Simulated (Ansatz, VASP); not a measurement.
One calculation of BaTiO3, two programs

```
Ba Ti O
1.0
     2.86037    1.65144    2.34605
    -2.86037    1.65144    2.34605
     0.00000   -6.60575    4.69211
Ba Ti O
2 2 6
Cartesian
  0.0001 -0.0013 0.0189
  0.0001 -3.3042 2.3649
  -0.0006 0.0092 3.6091
  -0.0006 -3.2937 5.9552
  0.0041 -1.5693 4.5234
  0.0041 -4.8722 6.8695
  -1.4632 0.7797 4.6514
  -1.4632 -2.5232 6.9974
  1.4601 0.7732 4.6428
  1.4601 -2.5296 6.9888
```

Change from the starting cell: mode 26 (455.9 1/cm) frozen in, largest displacement -0.100 Å.

Alike in both runs: task single point; functional PBE; k mesh 6 × 6 × 4; occupations gaussian, width 0.05 eV; no spin polarisation; Hubbard terms Ti d U = 4.0 eV.

|  | VASP | Ansatz |
| --- | --- | --- |
| version | VASP 6.6.1 | Ansatz 0.2.0 |
| potentials or method | VASP PAW PBE potentials, release 64 (Ba_sv, Ti_sv, O), cutoff 520 eV | scalar-relativistic, plane waves, PAW |
| valence electrons in the cell | 80 | 80 |

```tsv
	VASP	Ansatz	Ansatz less VASP
gap on the k mesh at the Fermi level (eV)	2.59	2.62	+0.032
least direct gap on the mesh (eV)	2.92	2.86	-0.065
pressure (GPa)	4.4	0.9	-3.54
traceless stress, the component that is largest in VASP (GPa)	-2.18	-1.78	+0.395
rms of the force components (eV/Å)	0.624	0.495	-0.1291
```

The programs project onto different local orbitals, so the same U acts differently, and such runs can settle in different states. Atom by atom the forces differ by 0.259 eV/Å (rms over components).

Spin-orbit coupling is off throughout.
